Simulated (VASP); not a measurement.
# WAu (F-43m) in VASP: notebook

The runs below take WAu through single point, relaxation of cell and atoms, with LDA, BLYP+D3(BJ).

Everything below comes from runs of VASP 6.6.1. Logs are shortened: lines on timing, memory, paths and dates and some standing lists are left out, and cuts for length are marked.

**1. The cell of the first run**

It takes space group F-43m (No. 216, cubic). Conventional cell: a = 5.496 Å, b = 5.496 Å, c = 5.496 Å, α = 90.00°, β = 90.00°, γ = 90.00°. W (site symmetry -43m) has 4 Au at 2.38 Å within 3.1 Å. Au (site symmetry -43m) has 4 W at 2.38 Å within 3.1 Å.

**2. Single point, LDA, non-collinear spin, zero start, spin-orbit coupling**

File INCAR:

```
SYSTEM = WAu
PREC = Accurate
ENCUT = 540
EDIFF = 1E-6
ISMEAR = -1
SIGMA = 0.05
LREAL = .FALSE.
LASPH = .TRUE.
NELM = 200
ALGO = Normal
ISIF = 2
LWAVE = .FALSE.
LCHARG = .FALSE.
MAGMOM = 0 0 0 0 0 0
LORBIT = 11
LSORBIT = .TRUE.
GGA_COMPAT = .FALSE.
LORBMOM = .TRUE.
LMAXMIX = 4
NBANDS = 45
```

File KPOINTS:

```
regular mesh
0
G
  6 6 6
  0 0 0
```

File POSCAR:

```
WAu
1.0
    0.0000000000      2.7479792600      2.7479792600
    2.7479792600      0.0000000000      2.7479792600
    2.7479792600      2.7479792600      0.0000000000
W Au
1 1
Direct
    0.0000000000      0.0000000000      0.0000000000
    0.7500000000      0.7500000000      0.7500000000
```

Potentials or basis: VASP PAW LDA potentials, release 64 (W_sv, Au_sv_GW).

Started as:

```sh
$ cat potpaw_LDA.64/W_sv/POTCAR potpaw_LDA.64/Au_sv_GW/POTCAR > POTCAR
$ mpirun -np 1 vasp_ncl > vasp.out
```

OUTCAR:

```text
SYSTEM = WAu
   PREC = Accurate
   ENCUT = 540
   EDIFF = 1E-6
   ISMEAR = -1
   LREAL = .FALSE.
   LASPH = .TRUE.
   NELM = 200
   ISIF = 2
   LORBIT = 11
   LSORBIT = .TRUE.

 ion  position               nearest neighbor table
   1  0.000  0.000  0.000-   2 2.38   2 2.38   2 2.38   2 2.38
   2  0.750  0.750  0.750-   1 2.38   1 2.38   1 2.38   1 2.38

  LATTYP: Found a face centered cubic cell.
 ALAT       =     5.4959585200

  Lattice vectors:

 A1 = (   0.0000000000,   2.7479792600,   2.7479792600)
 A2 = (   2.7479792600,   0.0000000000,   2.7479792600)
 A3 = (   2.7479792600,   2.7479792600,   0.0000000000)

Analysis of symmetry for initial positions (statically):
=====================================================================
 Subroutine PRICEL returns:
 Original cell was already a primitive cell.

 Routine SETGRP: Setting up the symmetry group for a
 face centered cubic supercell.

 Subroutine GETGRP returns: Found 24 space group operations
 (whereof 24 operations were pure point group operations)
 out of a pool of 48 trial point group operations.

The static configuration has the point symmetry T_d .

Analysis of symmetry for dynamics (positions and initial velocities):
=====================================================================
 Subroutine PRICEL returns:
 Original cell was already a primitive cell.

 Routine SETGRP: Setting up the symmetry group for a
 face centered cubic supercell.

 Subroutine GETGRP returns: Found 24 space group operations
 (whereof 24 operations were pure point group operations)
 out of a pool of 48 trial point group operations.

The dynamic configuration has the point symmetry T_d .

Analysis of structural, dynamic, and magnetic symmetry:
=====================================================================
 Subroutine PRICEL returns:
 Original cell was already a primitive cell.

 Routine SETGRP: Setting up the symmetry group for a
 face centered cubic supercell.

 Subroutine GETGRP returns: Found 24 space group operations
 (whereof 24 operations were pure point group operations)
 out of a pool of 48 trial point group operations.

The overall configuration has the point symmetry T_d .

 Subroutine INISYM returns: Found 24 space group operations
 (whereof 24 operations are pure point group operations),
 and found     1 'primitive' translations

----------------------------------------------------------------------------------------

                                     Primitive cell

  volume of cell :      41.5021

  direct lattice vectors                    reciprocal lattice vectors
     0.000000000  2.747979260  2.747979260    -0.181951883  0.181951883  0.181951883
     2.747979260  0.000000000  2.747979260     0.181951883 -0.181951883  0.181951883
     2.747979260  2.747979260  0.000000000     0.181951883  0.181951883 -0.181951883

  length of vectors
     3.886229539  3.886229539  3.886229539     0.315149905  0.315149905  0.315149905

  position of ions in fractional coordinates (direct lattice)
     0.000000000  0.000000000  0.000000000
     0.750000000  0.750000000  0.750000000

  ion indices of the primitive-cell ions
   primitive index   ion index
                 1           1
                 2           2

----------------------------------------------------------------------------------------

 KPOINTS: regular mesh

Automatic generation of k-mesh.
 Grid dimensions read from file:
 generate k-points for:    6    6    6

 Generating k-lattice:

  Cartesian coordinates                     Fractional coordinates (reciprocal lattice)
    -0.030325314  0.030325314  0.030325314     0.166666667  0.000000000  0.000000000
     0.030325314 -0.030325314  0.030325314     0.000000000  0.166666667  0.000000000
     0.030325314  0.030325314 -0.030325314     0.000000000  0.000000000  0.166666667

  Length of vectors
     0.052524984  0.052524984  0.052524984

  Shift w.r.t. Gamma in fractional coordinates (k-lattice)
     0.000000000  0.000000000  0.000000000

 Subroutine IBZKPT returns following result:
 ===========================================

 Found     22 irreducible k-points:

 Following reciprocal coordinates:
[... 47 lines left out ...]
   ISIF   =      2    stress and relaxation
   ISYM   =      2    0-nonsym 1-usesym 2-fastsym
   POTIM  = 0.5000    time-step for ionic-motion
   TEBEG  =    0.0;   TEEND  =   0.0 temperature during run
   PSTRESS=    0.0 pullay stress
   NELECT =      33.0000    total number of electrons
   NUPDOWN=      -1.0000    fix difference up-down
   EMIN   =  10.00;   EMAX   =-10.00  energy-range for DOS
   EFERMI =   0.00;   METHOD = LEGACY
   ISMEAR =    -1;   SIGMA  =   0.05  broadening in eV -4-tet -1-fermi 0-gaus
   EFERMI_NEDOS =   21; number of points for ismear=-14 and -15
   IALGO  =     38    algorithm
   IMIX   =      4    mixing-type and parameters
     AMIX     =   0.40;   BMIX     =  1.00
     AMIX_MAG =   1.60;   BMIX_MAG =  1.00
  volume/ion in A,a.u.               =      20.75       140.04
  Fermi-wavevector in a.u.,A,eV,Ry     =   1.516664  2.866079 31.297067  2.300270
  Thomas-Fermi vector in A             =   2.626023
   LORBIT       =     11    0 simple, 1 ext, 2 COOP (PROOUT), +10 PAW based schemes
   GGA     = CA    functional components
   LHFCALC =     F    Hartree Fock is set to
   AEXX    =    0.0000 exact exchange contribution
   IVDW    =     0    specifies the selected vdW correction
   LEPSILON=     F    determine dielectric tensor
   LRPA    =     F    only Hartree local field effects (RPA)
  energy-cutoff  :      540.00
  volume of cell :       41.50
 maximum number of plane-waves:      2486
 NGX is ok and might be reduce to    30
   NGX = 15   NGY = 15   NGZ = 15

 number of electron      32.9999995 magnetization      -0.0000000     -0.0000000     -0.0000000

 number of electron      32.9999995 magnetization      -0.0000000     -0.0000000      0.0000000

 number of electron      32.9999995 magnetization       0.0000000      0.0000000      0.0000000

 number of electron      32.9999995 magnetization      -0.0000000      0.0000000      0.0000000

 Free energy of the ion-electron system (eV)
  ---------------------------------------------------
  ext. energy  EPLUGINS =         0.00000000
  ---------------------------------------------------
  free energy    TOTEN  =       -17.29291192 eV

  energy without entropy =      -17.27795751  energy(sigma->0) =      -17.28543472

 E-fermi :   7.0845     XC(G=0): -12.0555

 val. band max:        7.0435964759   @ k =   0.5000  -0.3333   0.0000
 cond. band min:       7.1670264187   @ k =   0.5000  -0.3333   0.0000
 fundamental gap:      0.1234299428
 Fermi energy:         7.0845435944

 k-point     1 :       0.0000    0.0000    0.0000
  band No.  band energies     occupation
      1    -100.2827      1.00000
      2    -100.2827      1.00000
      3     -66.5491      1.00000
      4     -66.5491      1.00000
      5     -62.2162      1.00000
      6     -62.2162      1.00000
[... 1045 lines left out ...]
     44      11.8008      0.00000
     45      19.3915      0.00000

------------------------ aborting loop because EDIFF is reached ----------------------------------------

  FORCE on cell =-STRESS in cart. coord.  units (eV):
  Direction    XX          YY          ZZ          XY          YZ          ZX
  --------------------------------------------------------------------------------------
  -------------------------------------------------------------------------------------
  Total        6.2133398      6.2133398      6.2133398     -0.0000000      0.0000000     -0.0000000
  in kB      239.8641483    239.8641483    239.8641483     -0.0000000      0.0000000     -0.0000000
  external PRESSURE =     239.8641483 kB  Pullay stress =       0.0000000 kB

 VOLUME and BASIS-vectors are now :
 -----------------------------------------------------------------------------
  energy-cutoff  :      540.00
  volume of cell :       41.50
      direct lattice vectors                 reciprocal lattice vectors
     0.000000000  2.747979260  2.747979260    -0.181951883  0.181951883  0.181951883
     2.747979260  0.000000000  2.747979260     0.181951883 -0.181951883  0.181951883
     2.747979260  2.747979260  0.000000000     0.181951883  0.181951883 -0.181951883

 POSITION                                       TOTAL-FORCE (eV/Angst)
 -----------------------------------------------------------------------------------
      0.00000      0.00000      0.00000        -0.000000     -0.000000     -0.000000
      4.12197      4.12197      4.12197         0.000000      0.000000      0.000000
 -----------------------------------------------------------------------------------
    total drift:                                0.000001      0.000001      0.000001

  FREE ENERGIE OF THE ION-ELECTRON SYSTEM (eV)
  ---------------------------------------------------
  free  energy   TOTEN  =       -17.2929119221 eV

  energy  without entropy=      -17.2779575093  energy(sigma->0) =      -17.28543472

 orbital moment (x)

 # of ion     p       d       f       tot
 ------------------------------------------------
  1         0.000   0.000   0.000   0.000
  2        -0.000   0.000   0.000   0.000
 ------------------------------------------------
           -0.000   0.000   0.000   0.000

 orbital moment (y)

 # of ion     p       d       f       tot
 ------------------------------------------------
  1         0.000   0.000   0.000   0.000
  2        -0.000   0.000   0.000   0.000
 ------------------------------------------------
           -0.000   0.000   0.000   0.000

 orbital moment (z)

 # of ion     p       d       f       tot
 ------------------------------------------------
  1         0.000   0.000   0.000   0.000
  2         0.000   0.000  -0.000   0.000
 ------------------------------------------------
            0.000   0.000  -0.000   0.000

 Spin-Orbit-Coupling matrix elements

 Ion:    1  E_soc:     -1.6872046
 l=   1
     0.0000000    -0.2389593    -0.2389593
    -0.2389593     0.0000000    -0.2389593
    -0.2389593    -0.2389593     0.0000000
 l=   2
     0.0000000    -0.0084262     0.0000000    -0.0084262    -0.0338152
    -0.0084262     0.0000000    -0.0253614    -0.0084262    -0.0084538
     0.0000000    -0.0253614     0.0000000    -0.0253614     0.0000000
    -0.0084262    -0.0084262    -0.0253614     0.0000000    -0.0084538
    -0.0338152    -0.0084538     0.0000000    -0.0084538     0.0000000
 l=   3
     0.0000000     0.0000000     0.0000000     0.0000000     0.0000000     0.0000000     0.0000000
     0.0000000     0.0000000     0.0000000     0.0000000     0.0000000     0.0000000     0.0000000
     0.0000000     0.0000000     0.0000000     0.0000000     0.0000000     0.0000000     0.0000000
     0.0000000     0.0000000     0.0000000     0.0000000     0.0000000     0.0000000     0.0000000
     0.0000000     0.0000000     0.0000000     0.0000000     0.0000000     0.0000000     0.0000000
     0.0000000     0.0000000     0.0000000     0.0000000     0.0000000     0.0000000     0.0000000
     0.0000000     0.0000000     0.0000000     0.0000000     0.0000000     0.0000000     0.0000000

 Ion:    2  E_soc:     -5.9135347
 l=   1
     0.0000000    -0.8709759    -0.8709759
    -0.8709759     0.0000000    -0.8709759
    -0.8709759    -0.8709759     0.0000000
 l=   2
     0.0000000    -0.0245360     0.0000000    -0.0245360    -0.0900944
    -0.0245360     0.0000000    -0.0675708    -0.0245360    -0.0225236
     0.0000000    -0.0675708     0.0000000    -0.0675708     0.0000000
    -0.0245360    -0.0245360    -0.0675708     0.0000000    -0.0225236
    -0.0900944    -0.0225236     0.0000000    -0.0225236     0.0000000
 l=   3
     0.0000000     0.0000034     0.0000000     0.0000000     0.0000000     0.0000031     0.0000055
     0.0000034     0.0000000     0.0000057     0.0000000     0.0000057     0.0000092     0.0000034
     0.0000000     0.0000057     0.0000000     0.0000052     0.0000025    -0.0000002     0.0000000
     0.0000000     0.0000000     0.0000052     0.0000000     0.0000052     0.0000000     0.0000000
     0.0000000     0.0000057     0.0000025     0.0000052     0.0000000    -0.0000002     0.0000000
     0.0000031     0.0000092    -0.0000002     0.0000000    -0.0000002     0.0000000     0.0000031
     0.0000055     0.0000034     0.0000000     0.0000000     0.0000000     0.0000031     0.0000000

 total charge

# of ion       s       p       d       f       tot
--------------------------------------------------
    1        2.432   6.234   3.530   0.000  12.197
    2        2.576   7.017   8.280   0.024  17.897
--------------------------------------------------
tot          5.008  13.251  11.810   0.024  30.093

 magnetization (x)

# of ion       s       p       d       f       tot
--------------------------------------------------
    1       -0.000   0.000   0.000   0.000  -0.000
    2        0.000   0.000   0.000  -0.000   0.000
--------------------------------------------------
tot          0.000   0.000   0.000  -0.000   0.000

 magnetization (y)

# of ion       s       p       d       f       tot
--------------------------------------------------
    1        0.000  -0.000   0.000   0.000   0.000
    2       -0.000   0.000   0.000   0.000  -0.000
--------------------------------------------------
tot          0.000  -0.000   0.000   0.000   0.000

 magnetization (z)

# of ion       s       p       d       f       tot
--------------------------------------------------
    1        0.000   0.000   0.000   0.000   0.000
    2        0.000   0.000   0.000   0.000   0.000
--------------------------------------------------
tot          0.000   0.000   0.000   0.000   0.000
```

It took 2.4 min on 1 thread of Intel Xeon Platinum 8259CL at 2.50GHz (Skylake/Cascade Lake), shared host; peak memory 0.26 GiB.

What came out:

| Quantity | Value |
| --- | --- |
| Free energy | -17.2929 eV |
| Pressure | 24.0 GPa |
| Net moment | 0.00 μB per cell |
| Valence electrons inside the program's atomic spheres | W 12.20; Au 17.90 |

Moments on the atoms (μB; x, y, z):
```
W   0.00 0.00 0.00
Au  0.00 0.00 0.00
```

Caveat: the cell stands under pressure.

**3. Relaxation of cell and atoms, BLYP+D3(BJ)**

File INCAR:

```
PREC     = Accurate       # precision mode
ENCUT    = 540            # plane-wave cutoff, eV
EDIFF    = 1E-7           # SCF threshold, eV
ISMEAR   = -1             # smearing method
SIGMA    = 0.05           # smearing width, eV
LREAL    = False          # projectors in reciprocal space
LASPH    = True           # aspherical terms in the spheres
NELM     = 120            # most SCF steps
ALGO     = Normal         # electronic algorithm
ISIF     = 3              # what is computed and relaxed
LWAVE    = False          # write WAVECAR
LCHARG   = False          # write CHGCAR
GGA      = B5             # functional
ALDAX    = 1.0          
AGGAX    = 1.0          
AGGAC    = 1.0          
ALDAC    = 0.0          
IVDW     = 12             # dispersion correction
VDW_S6   = 1.0          
VDW_S8   = 2.6996       
VDW_A1   = 0.4298       
VDW_A2   = 4.2359       
IBRION   = 2              # ionic algorithm
NSW      = 60             # ionic steps
EDIFFG   = -0.01          # ionic threshold
GGA_COMPAT= False        
NELMIN   = 4
```

File KPOINTS:

```
Automatic mesh
0
Gamma
  8 8 8
```

POSCAR is that of step 2.

Potentials or basis: VASP PAW PBE potentials, release 64 (W_sv, Au_sv_GW).

Started as:

```sh
$ cat potpaw_PBE.64/W_sv/POTCAR potpaw_PBE.64/Au_sv_GW/POTCAR > POTCAR
$ mpirun -np 1 vasp_std > vasp.out
```

Run time: 6.6 min. Hardware: 1 thread of Intel Xeon Platinum 8375C at 2.90GHz (Ice Lake), shared host; peak memory 0.21 GiB.

It converged, with:

* Free energy: -12.6245 eV
* Relaxed volume: 24.10 Å³/atom
* Relaxed cell: a = 4.085 Å, b = 4.085 Å, c = 4.085 Å, α = 60.00°, β = 60.00°, γ = 60.00°
* Space group after relaxing (to 0.1 Å): F-43m (No. 216)
* Pressure after relaxing: 0.0 GPa
* Band gap on the k mesh: zero (an odd number of electrons rules out a gap without spin polarisation)
* Dispersion energy per atom: -1.312 eV

Final structure:
```xyz
2
Lattice="0.0000 2.8884 2.8884 2.8884 0.0000 2.8884 2.8884 2.8884 0.0000" Properties=species:S:1:pos:R:3 pbc="T T T"
W     0.0000    0.0000    0.0000
Au    4.3325    4.3325    4.3325
```

Levels at points of the mesh, in eV from the Fermi level:
```tsv
k point	band 14	band 15	band 16	band 17	band 18	band 19	band 20
(0.00, 0.00, 0.00)	-5.76	-0.78	-0.78	-0.78	1.54	1.54	8.73
(0.50, 0.00, 0.00)	-5.04	-1.73	-0.28	-0.28	1.36	1.36	2.02
(0.50, 0.50, 0.00)	-4.01	-2.74	0.33	1.33	1.47	1.47	2.79
```

Caveat: the volume moved by over 15 % at a fixed basis, so the end points are rough; the dispersion term is far too large for a dense solid, which distorts pressure and volume; the PAW data sets were made with another functional, which shifts forces and pressure a little; spin-orbit coupling is left out, which moves the levels of the heavy elements.

The gap in the log of VASP goes by the Fermi energy; the results here count the filled bands.